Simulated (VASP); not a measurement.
S: single point with PBE

Crystal: S.

```
S
1.0
     5.66565    0.00000    0.00000
    -2.83282    4.90659    0.00000
     0.00000    0.00000    3.47329
S
3
Direct
  0.00000 0.00000 0.00000
  0.33333 0.66667 0.50000
  0.66667 0.33333 0.50000
```

This isn't the form of S at room conditions, which is orthorhombic, of S8 rings.

```yaml
Program: VASP 6.6.1
Task: single point
Functional: PBE
Potentials_or_basis: VASP PAW PBE potentials, release 64 (S)
Cutoff: 520 eV
k_mesh: 6 × 6 × 6
Occupations: gaussian, width 0.1 eV
Spin: no spin polarisation
Dipole_correction: no
Further_INCAR_settings: ALGO = Normal; EDIFF = 1e-06; NBANDS = 16
```

```yaml
Pressure: -10.8 GPa
Band_gap_on_the_k_mesh: zero (bands 9 and 10 overlap by 1.64 eV)
```

Stress tensor (GPa, compression positive):
```
-11.05   0.00   0.00
  0.00 -11.05   0.00
  0.00   0.00 -10.22
```

Levels at points of the mesh, in eV from the Fermi level:
```tsv
k point	band 6	band 7	band 8	band 9	band 10	band 11	band 12	band 13
(0.00, 0.00, 0.00)	-1.60	-1.60	-0.10	0.80	0.90	0.91	0.91	7.30
(0.50, 0.00, 0.00)	-1.20	-0.01	0.15	0.28	0.34	0.43	0.75	7.82
(0.00, 0.00, 0.50)	-1.55	-1.55	-1.30	-0.41	-0.41	0.14	0.14	7.27
(0.50, 0.00, 0.50)	-1.82	-1.73	-0.48	-0.39	-0.04	0.18	0.62	7.95
```

Run time: 23 s on 1 thread of AMD EPYC 9R45 96-Core Processor (Zen 5), on a shared host, peak memory 0.18 GiB.

Caveat: the cell stands under tension.
